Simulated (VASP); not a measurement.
# TiAl3 (I4/mmm) in VASP: further runs

Runs on TiAl3. Level: PBE. Tasks: single point.

Everything below comes from runs of VASP 6.6.1. Logs are shortened: lines on timing, memory, paths and dates and some standing lists are left out, and cuts for length are marked.

**1. The cell of the first run**

Symmetry: I4/mmm, No. 139, tetragonal system. Conventional cell: a = 3.845 Å, b = 3.845 Å, c = 8.621 Å, α = 90.00°, β = 90.00°, γ = 90.00°. Ti (site symmetry 4/mmm) has 12 Al at 2.72 to 2.89 Å within 3.6 Å. Al (site symmetry 4/mmm) has 4 Ti at 2.72 Å and 8 Al at 2.89 Å within 3.6 Å. Al (site symmetry -4m2) has 8 Al at 2.72 to 2.89 Å and 4 Ti at 2.89 Å within 3.6 Å.

**2. Single point, PBE**

File INCAR:

```
PREC = Accurate
ENCUT = 520
EDIFF = 1E-6
ISMEAR = 0
SIGMA = 0.1
LREAL = False
LASPH = True
NELM = 100
ALGO = Fast
ISIF = 2
LWAVE = False
LCHARG = True
GGA = PE
LELF = True
LVHAR = True
NBANDS = 18
```

File KPOINTS:

```
regular mesh
0
Gamma
  16 16 16
```

File POSCAR:

```
TiAl3
1.0
   -1.9224997237      1.9224997237      4.3105915615
    1.9224997237     -1.9224997237      4.3105915615
    1.9224997237      1.9224997237     -4.3105915615
Ti Al
1 3
Direct
    0.0000000000      0.0000000000      0.0000000000
    0.5000000000      0.5000000000      0.0000000000
    0.7500000000      0.2500000000      0.5000000000
    0.2500000000      0.7500000000      0.5000000000
```

Potentials or basis: VASP PAW PBE potentials, release 64 (Ti_sv, Al).

Run with:

```console
> cat potpaw_PBE.64/Ti_sv/POTCAR potpaw_PBE.64/Al/POTCAR > POTCAR
> mpirun -np 1 vasp_std > vasp.out
```

OUTCAR:

```text
PREC = Accurate
   ENCUT = 520
   EDIFF = 1E-6
   ISMEAR = 0
   LREAL = False
   LASPH = True
   NELM = 100
   ISIF = 2
   GGA = PE

 ion  position               nearest neighbor table
   1  0.000  0.000  0.000-   2 2.72   2 2.72   2 2.72   2 2.72   4 2.89   3 2.89   4 2.89   4 2.89
                             3 2.89   3 2.89   4 2.89   3 2.89
   2  0.500  0.500  0.000-   1 2.72   1 2.72   1 2.72   1 2.72   4 2.89   3 2.89   4 2.89   3 2.89
                             4 2.89   4 2.89   3 2.89   3 2.89
   3  0.750  0.250  0.500-   4 2.72   4 2.72   4 2.72   4 2.72   2 2.89   1 2.89   2 2.89   1 2.89
                             2 2.89   2 2.89   1 2.89   1 2.89
   4  0.250  0.750  0.500-   3 2.72   3 2.72   3 2.72   3 2.72   2 2.89   1 2.89   2 2.89   2 2.89
                             1 2.89   1 2.89   2 2.89   1 2.89

  LATTYP: Found a body centered tetragonal cell.
 ALAT       =     3.8449994474
 C/A-ratio  =     2.2421805883

  Lattice vectors:

 A1 = (  -1.9224997237,   1.9224997237,   4.3105915615)
 A2 = (   1.9224997237,  -1.9224997237,   4.3105915615)
 A3 = (   1.9224997237,   1.9224997237,  -4.3105915615)

Analysis of symmetry for initial positions (statically):
=====================================================================
 Subroutine PRICEL returns:
 Original cell was already a primitive cell.

 Routine SETGRP: Setting up the symmetry group for a
 body centered tetragonal supercell.

 Subroutine GETGRP returns: Found 16 space group operations
 (whereof 16 operations were pure point group operations)
 out of a pool of 16 trial point group operations.

The static configuration has the point symmetry D_4h.

Analysis of symmetry for dynamics (positions and initial velocities):
=====================================================================
 Subroutine PRICEL returns:
 Original cell was already a primitive cell.

 Routine SETGRP: Setting up the symmetry group for a
 body centered tetragonal supercell.

 Subroutine GETGRP returns: Found 16 space group operations
 (whereof 16 operations were pure point group operations)
 out of a pool of 16 trial point group operations.

The dynamic configuration has the point symmetry D_4h.

 Subroutine INISYM returns: Found 16 space group operations
 (whereof 16 operations are pure point group operations),
 and found     1 'primitive' translations

----------------------------------------------------------------------------------------

                                     Primitive cell

  volume of cell :      63.7279

  direct lattice vectors                    reciprocal lattice vectors
    -1.922499724  1.922499724  4.310591561     0.000000000  0.260078061  0.115993360
     1.922499724 -1.922499724  4.310591561     0.260078061  0.000000000  0.115993360
     1.922499724  1.922499724 -4.310591561     0.260078061  0.260078061  0.000000000

  length of vectors
     5.096391859  5.096391859  5.096391859     0.284771939  0.284771939  0.367805921

  position of ions in fractional coordinates (direct lattice)
     0.000000000  0.000000000  0.000000000
     0.500000000  0.500000000  0.000000000
     0.750000000  0.250000000  0.500000000
     0.250000000  0.750000000  0.500000000

  ion indices of the primitive-cell ions
   primitive index   ion index
                 1           1
                 2           2
                 3           3
                 4           4

----------------------------------------------------------------------------------------

 KPOINTS: regular mesh

Automatic generation of k-mesh.
 Grid dimensions read from file:
 generate k-points for:   16   16   16

 Generating k-lattice:

  Cartesian coordinates                     Fractional coordinates (reciprocal lattice)
     0.000000000  0.016254879  0.007249585     0.062500000 -0.000000000  0.000000000
     0.016254879  0.000000000  0.007249585    -0.000000000  0.062500000  0.000000000
     0.016254879  0.016254879  0.000000000     0.000000000  0.000000000  0.062500000

  Length of vectors
     0.017798246  0.017798246  0.022987870

  Shift w.r.t. Gamma in fractional coordinates (k-lattice)
     0.000000000  0.000000000  0.000000000

 Subroutine IBZKPT returns following result:
 ===========================================

 Found    349 irreducible k-points:

 Following reciprocal coordinates:
            Coordinates               Weight
  0.000000  0.000000  0.000000      1.000000
  0.062500 -0.000000  0.000000      8.000000
  0.125000 -0.000000  0.000000      8.000000
  0.187500 -0.000000  0.000000      8.000000
  0.250000 -0.000000  0.000000      8.000000
  0.312500 -0.000000  0.000000      8.000000
[... 16 lines left out ...]
 -0.125000  0.062500 -0.000000     16.000000
 -0.062500  0.062500  0.000000      4.000000
 [... further k-points ...]
   k-points           NKPTS =    349   k-points in BZ     NKDIM =    349   number of bands    NBANDS=     18
   number of dos      NEDOS =    301   number of ions     NIONS =      4
   total plane-waves  NPLWV =  64000
   dimension x,y,z NGX =    40 NGY =   40 NGZ =   40
   dimension x,y,z NGXF=    80 NGYF=   80 NGZF=   80
   ions per type =               1   3
   NGX,Y,Z   is equivalent  to a cutoff of  13.05, 13.05, 13.05 a.u.
   NGXF,Y,Z  is equivalent  to a cutoff of  26.10, 26.10, 26.10 a.u.
 SYSTEM =  unknown system
   PREC   = accura    normal or accurate (medium, high low for compatibility)
   ISTART =      0    job   : 0-new  1-cont  2-samecut
   ICHARG =      2    charge: 1-file 2-atom 10-const
   ISPIN  =      1    spin polarized calculation?
   LNONCOLLINEAR =      F non collinear calculations
   LSORBIT =      F    spin-orbit coupling
   LASPH  =      T    aspherical Exc in radial PAW
   ENCUT  =  520.0 eV  38.22 Ry    6.18 a.u.   9.48  9.48  9.48*2*pi/ulx,y,z
   NELM   =    100;   NELMIN=  2; NELMDL= -5     # of ELM steps
   EDIFF  = 0.1E-05   stopping-criterion for ELM
   LREAL  =      F    real-space projection
   EDIFFG = 0.1E-04   stopping-criterion for IOM
   NSW    =      0    number of steps for IOM
   IBRION =     -1    ionic relax: 0-MD 1-quasi-New 2-CG
   NFREE  =      0    steps in history (QN), initial steepest desc. (CG)
   ISIF   =      2    stress and relaxation
   ISYM   =      2    0-nonsym 1-usesym 2-fastsym
   POTIM  = 0.5000    time-step for ionic-motion
   TEBEG  =    0.0;   TEEND  =   0.0 temperature during run
   PSTRESS=    0.0 pullay stress
   NELECT =      21.0000    total number of electrons
   NUPDOWN=      -1.0000    fix difference up-down
   EMIN   =  10.00;   EMAX   =-10.00  energy-range for DOS
   EFERMI =   0.00;   METHOD = LEGACY
   ISMEAR =     0;   SIGMA  =   0.10  broadening in eV -4-tet -1-fermi 0-gaus
   EFERMI_NEDOS =   21; number of points for ismear=-14 and -15
   IALGO  =     68    algorithm
   IMIX   =      4    mixing-type and parameters
     AMIX     =   0.40;   BMIX     =  1.00
     AMIX_MAG =   1.60;   BMIX_MAG =  1.00
  volume/ion in A,a.u.               =      15.93       107.51
  Fermi-wavevector in a.u.,A,eV,Ry     =   1.130763  2.136832 17.396738  1.278624
  Thomas-Fermi vector in A             =   2.267460
   LORBIT       =      0    0 simple, 1 ext, 2 COOP (PROOUT), +10 PAW based schemes
   GGA     = PE    functional components
   LHFCALC =     F    Hartree Fock is set to
   AEXX    =    0.0000 exact exchange contribution
   IVDW    =     0    specifies the selected vdW correction
   LEPSILON=     F    determine dielectric tensor
   LRPA    =     F    only Hartree local field effects (RPA)
 non-spin polarized calculation
 RMM-DIIS sequential band-by-band and
 Gauss-broadening in eV      SIGMA  =   0.10
  energy-cutoff  :      520.00
  volume of cell :       63.73
 maximum number of plane-waves:      1752
 NGX is ok and might be reduce to    40
   NGX = 19   NGY = 19   NGZ = 19

 number of electron      21.0000000 magnetization

 Free energy of the ion-electron system (eV)
  ---------------------------------------------------
  ext. energy  EPLUGINS =         0.00000000
  ---------------------------------------------------
  free energy    TOTEN  =       -20.66549449 eV

  energy without entropy =      -20.65674025  energy(sigma->0) =      -20.66111737

 E-fermi :   8.1789     XC(G=0): -10.7190

 val. band max:        8.1735746102   @ k =  -0.3750   0.5000   0.2500
 cond. band min:       8.1857264876   @ k =   0.3750   0.1875   0.0000
 fundamental gap:      0.0121518774
 Fermi energy:         8.1789269357

 k-point     1 :       0.0000    0.0000    0.0000
  band No.  band energies     occupation
      1     -48.3263      2.00000
      2     -24.6387      2.00000
      3     -24.6387      2.00000
      4     -24.5599      2.00000
      5      -1.8558      2.00000
      6       5.3177      2.00000
[... 10 lines left out ...]
     17      11.9148      0.00000
     18      11.9206      0.00000

 k-point     2 :       0.0625   -0.0000    0.0000
  band No.  band energies     occupation
      1     -48.3262      2.00000
      2     -24.6396      2.00000
      3     -24.6386      2.00000
      4     -24.5599      2.00000
      5      -1.8075      2.00000
      6       5.0581      2.00000
[... 10 lines left out ...]
     17      11.9308      0.00000
     18      12.2191      0.00000

 k-point     3 :       0.1250   -0.0000    0.0000
  band No.  band energies     occupation
      1     -48.3261      2.00000
      2     -24.6424      2.00000
      3     -24.6384      2.00000
      4     -24.5597      2.00000
      5      -1.6632      2.00000
      6       4.7282      2.00000
[... 10 lines left out ...]
     17      11.9927      0.00000
     18      12.9071      0.00000

 k-point     4 :       0.1875   -0.0000    0.0000
  band No.  band energies     occupation
      1     -48.3259      2.00000
      2     -24.6466      2.00000
      3     -24.6381      2.00000
      4     -24.5595      2.00000
      5      -1.4246      2.00000
      6       4.3787      2.00000
[... 10 lines left out ...]
     17      12.1799      0.00000
     18      13.6776      0.00000

 k-point     5 :       0.2500   -0.0000    0.0000
  band No.  band energies     occupation
      1     -48.3256      2.00000
      2     -24.6516      2.00000
      3     -24.6378      2.00000
      4     -24.5593      2.00000
      5      -1.0943      2.00000
      6       3.9099      2.00000
[... 10 lines left out ...]
     17      12.5618      0.00000
     18      13.7143      0.00000

 k-point     6 :       0.3125   -0.0000    0.0000
  band No.  band energies     occupation
      1     -48.3254      2.00000
      2     -24.6565      2.00000
      3     -24.6375      2.00000
      4     -24.5591      2.00000
      5      -0.6765      2.00000
      6       3.2607      2.00000
[... 10 lines left out ...]
     17      12.9896      0.00000
     18      13.5141      0.00000

 k-point     7 :       0.3750   -0.0000    0.0000
  band No.  band energies     occupation
      1     -48.3252      2.00000
      2     -24.6607      2.00000
      3     -24.6372      2.00000
      4     -24.5589      2.00000
      5      -0.1771      2.00000
      6       2.5259      2.00000
[... 10 lines left out ...]
     17      12.8376      0.00000
     18      13.9412      0.00000

 k-point     8 :       0.4375    0.0000    0.0000
  band No.  band energies     occupation
      1     -48.3251      2.00000
      2     -24.6635      2.00000
      3     -24.6370      2.00000
      4     -24.5588      2.00000
      5       0.3914      2.00000
      6       1.7960      2.00000
[... 10 lines left out ...]
     17      12.6506      0.00000
     18      13.9569      0.00000
[... 229 lines left out ...]
     17      13.1422      0.00000
     18      13.2842      0.00000

 k-point    20 :      -0.3125    0.0625   -0.0000
  band No.  band energies     occupation
      1     -48.3254      2.00000
      2     -24.6564      2.00000
      3     -24.6384      2.00000
      4     -24.5589      2.00000
      5      -0.7051      2.00000
      6       3.4331      2.00000
[... 10 lines left out ...]
     17      12.6071      0.00000
     18      13.2549      0.00000

 k-point    21 :      -0.2500    0.0625   -0.0000
  band No.  band energies     occupation
      1     -48.3256      2.00000
      2     -24.6515      2.00000
      3     -24.6387      2.00000
      4     -24.5591      2.00000
      5      -1.1085      2.00000
      6       4.1314      2.00000
[... 10 lines left out ...]
     17      12.4386      0.00000
     18      13.3273      0.00000

 k-point    22 :      -0.1875    0.0625   -0.0000
  band No.  band energies     occupation
      1     -48.3258      2.00000
      2     -24.6466      2.00000
      3     -24.6391      2.00000
      4     -24.5594      2.00000
      5      -1.4237      2.00000
      6       4.6898      2.00000
[... 10 lines left out ...]
     17      12.3115      0.00000
     18      13.6801      0.00000

 k-point    23 :      -0.1250    0.0625   -0.0000
  band No.  band energies     occupation
      1     -48.3260      2.00000
      2     -24.6424      2.00000
      3     -24.6394      2.00000
      4     -24.5596      2.00000
      5      -1.6467      2.00000
      6       5.0975      2.00000
[... 10 lines left out ...]
     17      12.1660      0.00000
     18      12.9609      0.00000

 k-point    24 :      -0.0625    0.0625    0.0000
  band No.  band energies     occupation
      1     -48.3262      2.00000
      2     -24.6397      2.00000
      3     -24.6395      2.00000
      4     -24.5598      2.00000
      5      -1.7751      2.00000
      6       5.3858      2.00000
[... 10 lines left out ...]
     17      12.0579      0.00000
     18      12.3243      0.00000

 [... further k-points ...]

------------------------ aborting loop because EDIFF is reached ----------------------------------------

  FORCE on cell =-STRESS in cart. coord.  units (eV):
  Direction    XX          YY          ZZ          XY          YZ          ZX
  --------------------------------------------------------------------------------------
  -------------------------------------------------------------------------------------
  Total       -0.0038456     -0.0038456     -0.0050744      0.0000000      0.0000000      0.0000000
  in kB       -0.0966822     -0.0966822     -0.1275751      0.0000000      0.0000000      0.0000000
  external PRESSURE =      -0.1069798 kB  Pullay stress =       0.0000000 kB

 VOLUME and BASIS-vectors are now :
 -----------------------------------------------------------------------------
  energy-cutoff  :      520.00
  volume of cell :       63.73
      direct lattice vectors                 reciprocal lattice vectors
    -1.922499724  1.922499724  4.310591561     0.000000000  0.260078061  0.115993360
     1.922499724 -1.922499724  4.310591561     0.260078061  0.000000000  0.115993360
     1.922499724  1.922499724 -4.310591561     0.260078061  0.260078061  0.000000000

 POSITION                                       TOTAL-FORCE (eV/Angst)
 -----------------------------------------------------------------------------------
      0.00000      0.00000      0.00000         0.000000     -0.000000     -0.000000
      0.00000      0.00000      4.31059         0.000000     -0.000000     -0.000000
     -0.00000      1.92250      2.15530         0.000000     -0.000000     -0.000000
      1.92250     -0.00000      2.15530        -0.000000      0.000000      0.000000
 -----------------------------------------------------------------------------------
    total drift:                               -0.000000     -0.000000     -0.000000

  FREE ENERGIE OF THE ION-ELECTRON SYSTEM (eV)
  ---------------------------------------------------
  free  energy   TOTEN  =       -20.6654944926 eV

  energy  without entropy=      -20.6567402485  energy(sigma->0) =      -20.66111737
```

Wall time 10 min (1 thread of Intel Xeon 6975P-C (Granite Rapids), shared host); peak memory 0.54 GiB.

What came out:

```
Free energy            : -20.6655 eV
Pressure               : 0.0 GPa
Band gap on the k mesh : zero (an odd number of electrons rules out a gap without spin polarisation)
```

Levels at points of the mesh, in eV from the Fermi level:
| k point | band 8 | band 9 | band 10 | band 11 | band 12 | band 13 | band 14 | band 15 |
| --- | --- | --- | --- | --- | --- | --- | --- | --- |
| (0.00, 0.00, 0.00) | -1.38 | -1.21 | -1.21 | 0.82 | 1.71 | 1.71 | 2.23 | 2.35 |
| (0.50, 0.00, 0.00) | -2.97 | -1.05 | -0.26 | 0.50 | 1.77 | 2.06 | 2.67 | 3.13 |
| (0.50, 0.50, 0.00) | -3.73 | -2.70 | -2.20 | -0.98 | 1.73 | 1.91 | 2.66 | 2.78 |
| (0.50, 0.50, 0.50) | -0.93 | -0.93 | -0.23 | 0.70 | 0.70 | 0.93 | 3.04 | 4.61 |

**3. Single point, PBE**

File INCAR:

```
SYSTEM = TiAl3
ALGO = Fast
EDIFF = 1E-7
ENCUT = 520
GGA = PE
ISIF = 2
ISMEAR = -1
LASPH = .TRUE.
LCHARG = .TRUE.
LELF = .TRUE.
LREAL = .FALSE.
LVHAR = .TRUE.
LWAVE = .FALSE.
NBANDS = 18
NELM = 60
PREC = Accurate
SIGMA = 0.15
```

File KPOINTS:

```
k-points
0
G
  16 16 16
  0 0 0
```

File POSCAR:

```
TiAl3
1.0
   -1.9259684115      1.9259684115      4.3007604280
    1.9259684115     -1.9259684115      4.3007604280
    1.9259684115      1.9259684115     -4.3007604280
Ti Al
1 3
Direct
    0.0000000000      0.0000000000      0.0000000000
    0.5000000000      0.5000000000      0.0000000000
    0.7500000000      0.2500000000      0.5000000000
    0.2500000000      0.7500000000      0.5000000000
```

Potentials or basis: VASP PAW PBE potentials, release 64 (Ti_sv, Al).

Run with:

```console
> cat potpaw_PBE.64/Ti_sv/POTCAR potpaw_PBE.64/Al/POTCAR > POTCAR
> mpirun -np 1 vasp_std > vasp.out
```

Wall time 18 min (1 thread of Intel Xeon 6975P-C (Granite Rapids), shared host); peak memory 0.55 GiB.

Results (log left out):

```yaml
Free_energy: -20.7276 eV
Pressure: 0.0 GPa
Band_gap_on_the_k_mesh: zero (an odd number of electrons rules out a gap without spin polarisation)
```

Levels at points of the mesh, in eV from the Fermi level:
| k point | band 7 | band 8 | band 9 | band 10 | band 11 | band 12 | band 13 | band 14 | band 15 | band 16 |
| --- | --- | --- | --- | --- | --- | --- | --- | --- | --- | --- |
| (0.00, 0.00, 0.00) | -2.63 | -1.41 | -1.26 | -1.26 | 0.79 | 1.65 | 1.65 | 2.19 | 2.28 | 3.70 |
| (0.50, 0.00, 0.00) | -3.61 | -2.99 | -1.09 | -0.27 | 0.46 | 1.74 | 2.00 | 2.64 | 3.07 | 4.38 |
| (0.50, 0.50, 0.00) | -4.40 | -3.77 | -2.75 | -2.23 | -1.00 | 1.70 | 1.88 | 2.64 | 2.75 | 3.10 |
| (0.50, 0.50, 0.50) | -2.02 | -0.99 | -0.99 | -0.26 | 0.67 | 0.67 | 0.90 | 3.01 | 4.56 | 5.98 |
